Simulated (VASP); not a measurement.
# Hf (Fm-3m) in VASP: a series of runs

Aim: see how the results for Hf move with the level of theory and the settings. Levels: r2SCAN, PBEsol, RPBE+D3(BJ), BLYP+D3(BJ). Tasks: single point.

Everything below comes from runs of VASP 6.6.1. Logs are shortened: lines on timing, memory, paths and dates and some standing lists are left out, and cuts for length are marked.

### 1 The cell of the first run

Symmetry: Fm-3m, No. 225, cubic system. Conventional cell: a = 4.527 Å, b = 4.527 Å, c = 4.527 Å, α = 90.00°, β = 90.00°, γ = 90.00°. Within 4.2 Å of Hf (site symmetry m-3m) lie 12 Hf at 3.20 Å.

### 2 Single point, r2SCAN

Input file POSCAR:

```
Hf
1.0
    0.0000000000      2.2635404658      2.2635404658
    2.2635404658      0.0000000000      2.2635404658
    2.2635404658      2.2635404658      0.0000000000
Hf
1
Direct
    0.0000000000      0.0000000000      0.0000000000
```

Input file INCAR.step1:

```
SYSTEM = Hf
  PREC = Accurate
  ENCUT = 520
  ISMEAR = -1
  SIGMA = 0.05
  LREAL = .FALSE.
  LASPH = .TRUE.
  NELM = 100
  NBANDS = 11
  GGA = PE
  ALGO = Normal
  EDIFF = 1E-4
  LWAVE = .TRUE.
  LCHARG = .FALSE.
```

Input file INCAR.step2:

```
SYSTEM = Hf
  PREC = Accurate
  ENCUT = 520
  EDIFF = 1E-7
  ISMEAR = -1
  SIGMA = 0.05
  LREAL = .FALSE.
  LASPH = .TRUE.
  NELM = 100
  ALGO = Normal
  ISIF = 2
  LWAVE = .FALSE.
  LCHARG = .TRUE.
  METAGGA = R2SCAN
  LMIXTAU = .TRUE.
  LELF = .TRUE.
  LVHAR = .TRUE.
  NBANDS = 11
  ISTART = 1
```

Input file KPOINTS:

```
regular mesh
0
G
  10 10 10
  0 0 0
```

Potentials or basis: VASP PAW PBE potentials, release 64 (Hf_pv).

Launch:

```
cat potpaw_PBE.64/Hf_pv/POTCAR > POTCAR
cp INCAR.step1 INCAR
mpirun -np 1 vasp_std > vasp.out
cp INCAR.step2 INCAR
mpirun -np 1 vasp_std > vasp.out
```

OUTCAR:

```text
SYSTEM = Hf
   PREC = Accurate
   ENCUT = 520
   EDIFF = 1E-7
   ISMEAR = -1
   LREAL = .FALSE.
   LASPH = .TRUE.
   NELM = 100
   ISIF = 2
   METAGGA = R2SCAN
   ISTART = 1

 ion  position               nearest neighbor table
   1  0.000  0.000  0.000-

  LATTYP: Found a face centered cubic cell.
 ALAT       =     4.5270809316

  Lattice vectors:

 A1 = (   0.0000000000,   2.2635404658,   2.2635404658)
 A2 = (   2.2635404658,   0.0000000000,   2.2635404658)
 A3 = (   2.2635404658,   2.2635404658,   0.0000000000)

Analysis of symmetry for initial positions (statically):
=====================================================================
 Subroutine PRICEL returns:
 Original cell was already a primitive cell.

 Routine SETGRP: Setting up the symmetry group for a
 face centered cubic supercell.

 Subroutine GETGRP returns: Found 48 space group operations
 (whereof 48 operations were pure point group operations)
 out of a pool of 48 trial point group operations.

The static configuration has the point symmetry O_h .

Analysis of symmetry for dynamics (positions and initial velocities):
=====================================================================
 Subroutine PRICEL returns:
 Original cell was already a primitive cell.

 Routine SETGRP: Setting up the symmetry group for a
 face centered cubic supercell.

 Subroutine GETGRP returns: Found 48 space group operations
 (whereof 48 operations were pure point group operations)
 out of a pool of 48 trial point group operations.

The dynamic configuration has the point symmetry O_h .

 Subroutine INISYM returns: Found 48 space group operations
 (whereof 48 operations are pure point group operations),
 and found     1 'primitive' translations

----------------------------------------------------------------------------------------

                                     Primitive cell

  volume of cell :      23.1950

  direct lattice vectors                    reciprocal lattice vectors
     0.000000000  2.263540466  2.263540466    -0.220892892  0.220892892  0.220892892
     2.263540466  0.000000000  2.263540466     0.220892892 -0.220892892  0.220892892
     2.263540466  2.263540466  0.000000000     0.220892892  0.220892892 -0.220892892

  length of vectors
     3.201129626  3.201129626  3.201129626     0.382597712  0.382597712  0.382597712

  position of ions in fractional coordinates (direct lattice)
     0.000000000  0.000000000  0.000000000

  ion indices of the primitive-cell ions
   primitive index   ion index
                 1           1

----------------------------------------------------------------------------------------

 KPOINTS: regular mesh

Automatic generation of k-mesh.
 Grid dimensions read from file:
 generate k-points for:   10   10   10

 Generating k-lattice:

  Cartesian coordinates                     Fractional coordinates (reciprocal lattice)
    -0.022089289  0.022089289  0.022089289     0.100000000  0.000000000  0.000000000
     0.022089289 -0.022089289  0.022089289     0.000000000  0.100000000  0.000000000
     0.022089289  0.022089289 -0.022089289     0.000000000  0.000000000  0.100000000

  Length of vectors
     0.038259771  0.038259771  0.038259771

  Shift w.r.t. Gamma in fractional coordinates (k-lattice)
     0.000000000  0.000000000  0.000000000

 Subroutine IBZKPT returns following result:
 ===========================================

 Found     47 irreducible k-points:

 Following reciprocal coordinates:
            Coordinates               Weight
  0.000000  0.000000  0.000000      1.000000
  0.100000  0.000000  0.000000      8.000000
  0.200000  0.000000  0.000000      8.000000
  0.300000  0.000000  0.000000      8.000000
  0.400000  0.000000  0.000000      8.000000
  0.500000  0.000000  0.000000      4.000000
[... 16 lines left out ...]
  0.300000  0.300000  0.000000      6.000000
  0.400000  0.300000  0.000000     24.000000
 [... further k-points ...]
   k-points           NKPTS =     47   k-points in BZ     NKDIM =     47   number of bands    NBANDS=     11
   number of dos      NEDOS =    301   number of ions     NIONS =      1
   total plane-waves  NPLWV =  13824
   dimension x,y,z NGX =    24 NGY =   24 NGZ =   24
   dimension x,y,z NGXF=    48 NGYF=   48 NGZF=   48
   ions per type =               1
   NGX,Y,Z   is equivalent  to a cutoff of  12.46, 12.46, 12.46 a.u.
   NGXF,Y,Z  is equivalent  to a cutoff of  24.93, 24.93, 24.93 a.u.
 SYSTEM =  Hf
   PREC   = accura    normal or accurate (medium, high low for compatibility)
   ISTART =      1    job   : 0-new  1-cont  2-samecut
   ICHARG =      0    charge: 1-file 2-atom 10-const
   ISPIN  =      1    spin polarized calculation?
   LNONCOLLINEAR =      F non collinear calculations
   LSORBIT =      F    spin-orbit coupling
   LASPH  =      T    aspherical Exc in radial PAW
   ENCUT  =  520.0 eV  38.22 Ry    6.18 a.u.   5.95  5.95  5.95*2*pi/ulx,y,z
   NELM   =    100;   NELMIN=  2; NELMDL=  0     # of ELM steps
   EDIFF  = 0.1E-06   stopping-criterion for ELM
   LREAL  =      F    real-space projection
   EDIFFG = 0.1E-05   stopping-criterion for IOM
   NSW    =      0    number of steps for IOM
   IBRION =     -1    ionic relax: 0-MD 1-quasi-New 2-CG
   NFREE  =      0    steps in history (QN), initial steepest desc. (CG)
   ISIF   =      2    stress and relaxation
   ISYM   =      2    0-nonsym 1-usesym 2-fastsym
   POTIM  = 0.5000    time-step for ionic-motion
   TEBEG  =    0.0;   TEEND  =   0.0 temperature during run
   PSTRESS=    0.0 pullay stress
   NELECT =      10.0000    total number of electrons
   NUPDOWN=      -1.0000    fix difference up-down
   EMIN   =  10.00;   EMAX   =-10.00  energy-range for DOS
   EFERMI =   0.00;   METHOD = LEGACY
   ISMEAR =    -1;   SIGMA  =   0.05  broadening in eV -4-tet -1-fermi 0-gaus
   EFERMI_NEDOS =   21; number of points for ismear=-14 and -15
   IALGO  =     38    algorithm
   IMIX   =      4    mixing-type and parameters
     AMIX     =   0.40;   BMIX     =  1.00
     AMIX_MAG =   1.60;   BMIX_MAG =  1.00
  volume/ion in A,a.u.               =      23.20       156.53
  Fermi-wavevector in a.u.,A,eV,Ry     =   1.236735  2.337090 20.810286  1.529513
  Thomas-Fermi vector in A             =   2.371331
   LORBIT       =      0    0 simple, 1 ext, 2 COOP (PROOUT), +10 PAW based schemes
   METAGGA = R2SCAN    functional components
   LHFCALC =     F    Hartree Fock is set to
   AEXX    =    0.0000 exact exchange contribution
   IVDW    =     0    specifies the selected vdW correction
   LEPSILON=     F    determine dielectric tensor
   LRPA    =     F    only Hartree local field effects (RPA)
 non-spin polarized calculation
  energy-cutoff  :      520.00
  volume of cell :       23.20
 maximum number of plane-waves:       636
   NGX = 11   NGY = 11   NGZ = 11

 number of electron      10.0000000 magnetization

 Free energy of the ion-electron system (eV)
  ---------------------------------------------------
  ext. energy  EPLUGINS =         0.00000000
  ---------------------------------------------------
  free energy    TOTEN  =       -45.06004941 eV

  energy without entropy =      -45.04803670  energy(sigma->0) =      -45.05404305

 E-fermi :   4.3469     XC(G=0): -11.9929

 val. band max:        4.3304441680   @ k =   0.3000   0.0000   0.0000
 cond. band min:       4.3667052797   @ k =  -0.2000   0.3000   0.1000
 fundamental gap:      0.0362611117
 Fermi energy:         4.3469065509

 k-point     1 :       0.0000    0.0000    0.0000
  band No.  band energies     occupation
      1     -26.9005      2.00000
      2     -26.9005      2.00000
      3     -26.9005      2.00000
      4      -3.0704      2.00000
      5       5.9410      0.00000
      6       5.9410      0.00000
      7       5.9410      0.00000
      8       8.8088      0.00000
      9       8.8088      0.00000
     10      16.0846      0.00000
     11      16.2082      0.00000

 k-point     2 :       0.1000    0.0000    0.0000
  band No.  band energies     occupation
      1     -26.9755      2.00000
      2     -26.9101      2.00000
      3     -26.9101      2.00000
      4      -2.7263      2.00000
      5       5.5844      0.00000
      6       6.0980      0.00000
      7       6.0980      0.00000
      8       8.6442      0.00000
      9       8.6442      0.00000
     10      16.2081      0.00000
     11      16.8353      0.00000

 k-point     3 :       0.2000    0.0000    0.0000
  band No.  band energies     occupation
      1     -27.1674      2.00000
      2     -26.9349      2.00000
      3     -26.9349      2.00000
      4      -1.7830      2.00000
      5       4.8601      0.00007
      6       6.3365      0.00000
      7       6.3365      0.00000
      8       8.5443      0.00000
      9       8.5443      0.00000
     10      16.2076      0.00000
     11      16.8887      0.00000

 k-point     4 :       0.3000    0.0000    0.0000
  band No.  band energies     occupation
      1     -27.3966      2.00000
      2     -26.9653      2.00000
      3     -26.9653      2.00000
      4      -0.5424      2.00000
      5       4.3304      1.16315
      6       6.1927      0.00000
      7       6.1927      0.00000
      8       9.1833      0.00000
      9       9.1833      0.00000
     10      15.4249      0.00000
     11      16.2087      0.00000

 k-point     5 :       0.4000    0.0000    0.0000
  band No.  band energies     occupation
      1     -27.5761      2.00000
      2     -26.9897      2.00000
      3     -26.9897      2.00000
      4       0.4266      2.00000
      5       4.3718      0.75598
      6       5.8924      0.00000
      7       5.8924      0.00000
      8      10.2379      0.00000
      9      10.2380      0.00000
     10      14.3800      0.00000
     11      16.2075      0.00000
[... 211 lines left out ...]
 k-point    21 :      -0.3000    0.2000    0.0000
  band No.  band energies     occupation
      1     -27.4698      2.00000
      2     -27.1782      2.00000
      3     -26.9996      2.00000
      4       1.2520      2.00000
      5       3.9684      1.99897
      6       4.6820      0.00245
      7       6.8691      0.00000
      8       8.7104      0.00000
      9      11.6513      0.00000
     10      15.1355      0.00000
     11      16.2101      0.00000

 k-point    22 :      -0.2000    0.2000    0.0000
  band No.  band energies     occupation
      1     -27.3601      2.00000
      2     -27.1074      2.00000
      3     -26.9617      2.00000
      4       0.0422      2.00000
      5       4.1218      1.97806
      6       5.3673      0.00000
      7       7.1876      0.00000
      8       7.5503      0.00000
      9      10.6827      0.00000
     10      16.2056      0.00000
     11      16.7924      0.00000

 k-point    23 :       0.3000    0.3000    0.0000
  band No.  band energies     occupation
      1     -27.3735      2.00000
      2     -27.0755      2.00000
      3     -27.0755      2.00000
      4       0.2194      2.00000
      5       3.2611      2.00000
      6       5.5658      0.00000
      7       8.3014      0.00000
      8       8.3014      0.00000
      9      10.0549      0.00000
     10      16.2075      0.00000
     11      18.9944      0.00000

 k-point    24 :       0.4000    0.3000    0.0000
  band No.  band energies     occupation
      1     -27.4693      2.00000
      2     -27.1291      2.00000
      3     -27.1051      2.00000
      4       0.9892      2.00000
      5       2.9614      2.00000
      6       5.2362      0.00000
      7       8.5939      0.00000
      8       9.5177      0.00000
      9      10.6800      0.00000
     10      16.1747      0.00000
     11      16.2559      0.00000

 [... further k-points ...]
[... 5 lines left out ...]
  --------------------------------------------------------------------------------------
  -------------------------------------------------------------------------------------
  Total       -0.5270187     -0.5270187     -0.5270187      0.0000000      0.0000000     -0.0000000
  in kB      -36.4033921    -36.4033921    -36.4033921      0.0000000      0.0000000     -0.0000000
  external PRESSURE =     -36.4033921 kB  Pullay stress =       0.0000000 kB

 VOLUME and BASIS-vectors are now :
 -----------------------------------------------------------------------------
  energy-cutoff  :      520.00
  volume of cell :       23.20
      direct lattice vectors                 reciprocal lattice vectors
     0.000000000  2.263540466  2.263540466    -0.220892892  0.220892892  0.220892892
     2.263540466  0.000000000  2.263540466     0.220892892 -0.220892892  0.220892892
     2.263540466  2.263540466  0.000000000     0.220892892  0.220892892 -0.220892892

 POSITION                                       TOTAL-FORCE (eV/Angst)
 -----------------------------------------------------------------------------------
      0.00000      0.00000      0.00000         0.000000     -0.000000     -0.000000
 -----------------------------------------------------------------------------------
    total drift:                                0.000000      0.000000     -0.000000

  FREE ENERGIE OF THE ION-ELECTRON SYSTEM (eV)
  ---------------------------------------------------
  free  energy   TOTEN  =       -45.0600494058 eV

  energy  without entropy=      -45.0480366990  energy(sigma->0) =      -45.05404305
```

Wall time 24 s (1 thread of Intel Xeon Platinum 8559C (Emerald Rapids), shared host); peak memory 0.14 GiB.

Results:

```
Free energy            : -45.0600 eV
Pressure               : -3.6 GPa
Band gap on the k mesh : zero (band 5 reaches 5.94 eV, above the bottom of band 6 at 4.00 eV)
```

Levels at points of the mesh, in eV from the Fermi level:
```tsv
k point	band 3	band 4	band 5	band 6	band 7	band 8
(0.00, 0.00, 0.00)	-31.25	-7.42	1.59	1.59	1.59	4.46
(0.50, 0.00, 0.00)	-31.35	-3.62	0.27	1.42	1.42	6.44
(0.50, 0.50, 0.00)	-31.51	-3.15	-2.02	2.26	6.52	6.99
```

Caveat: the PAW data sets were made with another functional, which shifts forces and pressure a little; spin-orbit coupling is left out, which moves the levels of the heavy elements.

### 3 Single point, PBEsol, non-collinear spin, zero start, spin-orbit coupling

This run uses another cell than the first one, of 21.88 Å³/atom, 0.943 times its volume.

Input file INCAR:

```
ALGO = Fast
EDIFF = 1E-7
ENCUT = 520
GGA = PS
GGA_COMPAT = False
ISIF = 2
ISMEAR = -1
LASPH = True
LCHARG = False
LMAXMIX = 4
LORBIT = 11
LORBMOM = True
LREAL = False
LSORBIT = True
LWAVE = False
MAGMOM = 0 0 0
NBANDS = 21
NELM = 150
PREC = Accurate
SIGMA = 0.05
```

Input file KPOINTS:

```
k-points
0
Gamma
  10 10 10
```

Input file POSCAR:

```
Hf
1.0
    0.0000000000      2.2200000000      2.2200000000
    2.2200000000      0.0000000000      2.2200000000
    2.2200000000      2.2200000000      0.0000000000
Hf
1
Direct
    0.0000000000      0.0000000000      0.0000000000
```

Potentials or basis: VASP PAW PBE potentials, release 64 (Hf_pv).

Launch:

```
cat potpaw_PBE.64/Hf_pv/POTCAR > POTCAR
mpirun -np 1 vasp_ncl > vasp.out
```

Wall time 25 s (1 thread of Intel Xeon Platinum 8559C (Emerald Rapids), shared host); peak memory 0.2 GiB.

Results (log left out):

| Item | Value |
| --- | --- |
| Free energy | -11.1282 eV |
| Pressure | -2.5 GPa |
| Net moment | 0.00 μB per cell |
| Valence electrons inside the program's atomic spheres | Hf 8.44 |

Moments on the atoms (μB; x, y, z):
```
Hf  0.00 0.00 0.00
```

Caveat: the PAW data sets were made with another functional, which shifts forces and pressure a little.

[end of part 1 of 2]
